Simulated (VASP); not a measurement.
Wanted: the native input for a VASP 6.6.1 run.

```
Task                   : relaxation of cell and atoms
Functional             : PBE
Potentials or basis    : VASP PAW PBE potentials, release 64 (Al, As)
Cutoff                 : 600 eV
k mesh                 : 12 × 12 × 2
Occupations            : gaussian, width 0.1 eV
Spin                   : no spin polarisation
Dipole correction      : no
Further INCAR settings : ALGO = Normal; EDIFF = 1e-06; IBRION = 2; EDIFFG = -0.001; NSW = 80; ISIF = 3
```

The structure of AlAs5 lies in POSCAR:

```
AlAs5
1.0
    3.8733184248      0.0000000000      0.0000000000
   -1.9366592124      3.3543921529      0.0000000000
    0.0000000000      0.0000000000     22.1394204985
Al As
2 10
Direct
    0.3333333333      0.6666666667      0.0398008670
    0.6666666667      0.3333333333      0.9601991330
    0.0000000000      0.0000000000      0.3918455483
    0.3333333333      0.6666666667      0.4491207481
    1.0000000000      1.0000000000      0.6081544517
    0.6666666667      0.3333333333      0.5508792519
    0.6666666667      0.3333333333      0.0817250610
    0.3333333333      0.6666666667      0.2319892521
    0.3333333333      0.6666666667      0.9182749390
    0.6666666667      0.3333333333      0.7680107479
    0.3333333333      0.6666666667      0.7098062839
    0.6666666667      0.3333333333      0.2901937161
```

The input as run:

INCAR

```
ALGO     = Normal         # electronic algorithm
EDIFF    = 1E-6           # SCF threshold, eV
EDIFFG   = -0.001         # ionic threshold
ENCUT    = 600            # plane-wave cutoff, eV
GGA      = PE             # functional
IBRION   = 2              # ionic algorithm
ISIF     = 3              # what is computed and relaxed
ISMEAR   = 0              # smearing method
LASPH    = True           # aspherical terms in the spheres
LCHARG   = False          # write CHGCAR
LREAL    = False          # projectors in reciprocal space
LWAVE    = False          # write WAVECAR
NELM     = 100            # most SCF steps
NSW      = 80             # ionic steps
PREC     = Accurate       # precision mode
SIGMA    = 0.1            # smearing width, eV
```

KPOINTS

```
k-points
0
Gamma
  12 12 2
```

Potentials or basis: VASP PAW PBE potentials, release 64 (Al, As).

Launch:

```sh
$ cat potpaw_PBE.64/Al/POTCAR potpaw_PBE.64/As/POTCAR > POTCAR
$ mpirun -np 1 vasp_std > vasp.out
```

Results of the run:

```json
{
 "Relaxed volume": "23.96 Å³/atom",
 "Relaxed cell": "a = 3.876 Å, b = 3.876 Å, c = 22.098 Å, α = 90.00°, β = 90.00°, γ = 120.00°",
 "Space group after relaxing (to 0.1 Å)": "P-3m1 (No. 164)",
 "Energy gained by relaxing": "0.1 meV/atom",
 "Ionic steps": "20",
 "Pressure after relaxing": "0.0 GPa",
 "Band gap on the k mesh": "zero (bands 28 and 29 overlap by 0.09 eV)"
}
```

Caveat: semilocal functionals underestimate gaps, and a narrow one can read as zero; this functional lacks dispersion, which binds layers or chains, so the pressure and a relaxed spacing across them are unreliable.

Run time: 33 min on 1 thread of Intel(R) Xeon(R) 6975P-C (Granite Rapids), on a shared host, peak memory 0.72 GiB.
